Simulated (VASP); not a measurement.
A run of VASP 6.6.1 is set up as follows.

File INCAR:

```
  PREC = Accurate
  ENCUT = 520
  EDIFF = 1E-6
  ISMEAR = -1
  SIGMA = 0.05
  LREAL = Auto
  LASPH = T
  NELM = 60
  ALGO = Normal
  ISIF = 2
  LWAVE = F
  LCHARG = F
  GGA = PE
  IVDW = 12
  NBANDS = 66
```

File KPOINTS:

```
regular mesh
0
Gamma
  1 1 1
```

The input POSCAR:

```
H2CS2O
1.0
    8.7763830000      0.0000000000      0.0000000000
    0.0000000000      8.7763830000      0.0000000000
    0.0000000000      0.0000000000      8.7763830000
S C O H
8 4 4 8
Direct
    0.3926788519      0.8530507386      1.1098991464
    0.4782949878      0.5795098049      0.8976704868
    0.7097001122      0.2446679914      0.5139247000
    0.7782135306      0.0662231810      0.2170598070
    0.3867424655      0.3716451299      0.2809129911
    0.4141797367      0.2002191563     -0.0205779534
   -0.0226517006      0.5898785411      0.8063458489
    0.1484780233      0.3408123825      0.6129290392
    0.4457075312      0.7141780389      1.0056078911
    0.7358840196      0.1514177310      0.3686712396
    0.4118439225      0.3040432488      0.1166197966
    0.0599791509      0.4696923550      0.7036269953
    0.6948648435      0.7049601185      0.3559211124
    0.1370154425     -0.0028029770      0.3522863576
    0.6452772173      0.8798499336      0.6645220474
    0.3789374279      0.0988334260      0.5862209979
    0.5959288696      0.7097001122      0.3104695864
    0.7056437715      0.5954389183      0.3805895891
    0.0551707919      0.0664966422      0.3411314205
    0.0902421875     -0.1026618825      0.3305120116
    0.6880055257      0.9660927514      0.6013525162
    0.6256108012      0.8039986404      0.5827115795
    0.4315673097      0.0125450314      0.6295190171
    0.2909285067      0.0528463719      0.5313806382
```

Potentials or basis: VASP PAW PBE potentials, release 64 (S, C, O, H).

Run with:

```sh
$ cat potpaw_PBE.64/S/POTCAR potpaw_PBE.64/C/POTCAR potpaw_PBE.64/O/POTCAR potpaw_PBE.64/H/POTCAR > POTCAR
$ mpirun -np 1 vasp_gam > vasp.out
```

(1) What does it give for the dispersion energy per atom?

(2) What does it give for the band gap on the k mesh?

(3) What does it give for the pressure?

(4) Estimate the largest force.

Answers

(1) -0.060 eV.

(2) 3.24 eV.

(3) -0.3 GPa.

(4) 3.093 eV/Å.

Caveat: the k points lie up to 0.72 Å⁻¹ apart.
